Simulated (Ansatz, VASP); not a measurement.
**HfO2: VASP beside Ansatz**

```
Hf O
1.0
     3.55802    0.00000    0.00000
     0.00000    3.55802    0.00000
     0.00000    0.00000    5.17186
Hf O
2 4
Direct
  0.50000 0.50000 0.50000
  0.00000 0.00000 0.00000
  0.00000 0.50000 0.69721
  0.50000 0.00000 0.80279
  0.50000 0.00000 0.30279
  0.00000 0.50000 0.20688
```

Alike in both runs: task single point; functional PBE; k mesh 6 × 6 × 4; no spin polarisation.

```csv
,VASP,Ansatz
version,VASP 6.6.1,Ansatz 0.2.0
potentials or method,"VASP PAW PBE potentials, release 64 (Hf_pv, O), cutoff 520 eV","plane waves, PAW"
occupations,"gaussian, width 0.01 eV",fixed
valence electrons in the cell,44,76
```

Ansatz gave:

| Quantity | Value |
| --- | --- |
| rms of the force components (eV/Å) | 0.215 |

**Question.** Estimate VASP's values.

**Answer.** rms of the force components (eV/Å): 0.212.

Atom by atom the forces differ by 0.020 eV/Å (rms over components). VASP's potentials hold 44 valence electrons a cell and Ansatz's 76, so a difference there can come from the potentials and not from the codes.

Spin-orbit coupling is off throughout.
